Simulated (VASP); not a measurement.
Input of a VASP 6.6.1 run:

The input INCAR:

```
  PREC = Accurate
  ENCUT = 520
  EDIFF = 1E-7
  ISMEAR = -1
  SIGMA = 0.05
  LREAL = False
  LASPH = True
  NELM = 120
  ALGO = Normal
  ISIF = 2
  LWAVE = False
  LCHARG = False
  GGA = PE
  IBRION = 2
  NSW = 80
  EDIFFG = -0.02
  GGA_COMPAT = False
  NELMIN = 4
```

KPOINTS

```
Automatic mesh
0
Gamma
  18 18 18
```

Contents of POSCAR:

```
ZrN
1.0
    0.0000000000      2.2842350000      2.3070773500
    2.2842350000      0.0000000000      2.3070773500
    2.2842350000      2.2842350000      0.0000000000
Zr N
1 1
Direct
    0.0000000000      0.0000000000      0.0000000000
    0.5000000000      0.5000000000      0.5000000000
```

Potentials or basis: VASP PAW PBE potentials, release 64 (Zr_sv, N).

Run with:

```console
$ cat potpaw_PBE.64/Zr_sv/POTCAR potpaw_PBE.64/N/POTCAR > POTCAR
$ mpirun -np 1 vasp_std > vasp.out
```

Question: Estimate the band gap on the k mesh.

Answer: Zero (an odd number of electrons rules out a gap without spin polarisation).

Final structure:
```xyz
2
Lattice="0.0000 2.2842 2.3071 2.2842 0.0000 2.3071 2.2842 2.2842 0.0000" Properties=species:S:1:pos:R:3 pbc="T T T"
Zr    0.0000    0.0000    0.0000
N     2.2842    2.2842    2.3071
```

Caveat: the cell differs from its parent crystal (z stretched by +1 %); an odd number of electrons without spin polarisation forces a metal; a magnetic or distorted state may lie lower.
